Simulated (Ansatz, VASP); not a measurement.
**One calculation of SnO, two programs**

POSCAR

```
SnO
1.0
    4.1254991749      0.0000000000      0.0000000000
   -2.0627495874      3.5727870888      0.0000000000
    0.0000000000      0.0000000000      5.1854033114
Sn O
2 2
Direct
    0.3333333333      0.6666666667      0.2500000000
    0.6666666667      0.3333333333      0.7500000000
    0.6666666667      0.3333333333      0.2500000000
    0.3333333333      0.6666666667      0.7500000000
```

INCAR.step1

```
  PREC = Accurate
  ENCUT = 520
  ISMEAR = 0
  SIGMA = 0.01
  LREAL = F
  LASPH = T
  NELM = 60
  NBANDS = 28
  GGA = PE
  ALGO = Normal
  EDIFF = 1E-4
  LWAVE = T
  LCHARG = F
```

File INCAR.step2:

```
  PREC = Accurate
  ENCUT = 520
  EDIFF = 1E-6
  ISMEAR = 0
  SIGMA = 0.01
  LREAL = F
  LASPH = T
  NELM = 60
  ALGO = Normal
  ISIF = 2
  LWAVE = F
  LCHARG = F
  METAGGA = R2SCAN
  LMIXTAU = T
  NBANDS = 28
  ISTART = 1
```

File KPOINTS:

```
regular mesh
0
Gamma
  12 12 6
```

Input for Ansatz:

```yaml
crystal:
  lattice:
    - [4.1254991749, 0.0, 0.0]
    - [-2.0627495874, 3.5727870888, 0.0]
    - [0.0, 0.0, 5.1854033114]
  atoms:
    - { symbol: Sn, position: [0.3333333333, 0.6666666667, 0.25] }
    - { symbol: Sn, position: [0.6666666667, 0.3333333333, 0.75] }
    - { symbol: O, position: [0.6666666667, 0.3333333333, 0.25] }
    - { symbol: O, position: [0.3333333333, 0.6666666667, 0.75] }
kpoints:
  mp_grid: { grid: [12, 12, 6] }
  band_path:
    path:
      - [0.0, 0.0, 0.0]
      - [0.5, 0.0, 0.0]
      - [0.3333333333, 0.3333333333, 0.0]
      - [0.0, 0.0, 0.5]
      - [0.5, 0.0, 0.5]
      - [0.3333333333, 0.3333333333, 0.5]
    npoints: 1
hamiltonian:
  xc: r2scan
scf:
  occupations: { method: fixed }
  n_extra_bands: 5
output:
  forces: true
  stress: true
  eigenvalues: true
```

Alike in both runs: task single point; functional r2SCAN; k mesh 12 × 12 × 6; no spin polarisation.

|  | VASP | Ansatz |
| --- | --- | --- |
| version | VASP 6.6.1 | Ansatz 0.2.0 |
| potentials or method | VASP PAW PBE potentials, release 64 (Sn_d, O) | plane waves, PAW |
| plane-wave cutoff (eV) | 520 | 500 |
| occupations | gaussian, width 0.01 eV | fixed |
| valence electrons in the cell | 40 | 40 |

|  | VASP | Ansatz | Ansatz less VASP |
| --- | --- | --- | --- |
| gap on the k mesh at the Fermi level (eV) | 0.57 | 0.58 | +0.004 |
| pressure (GPa) | 0.3 | 0.1 | -0.23 |
| traceless stress, the component that is largest in VASP (GPa) | -0.17 | -0.01 | +0.161 |

VASP's potentials were made for PBE, not for r2SCAN.
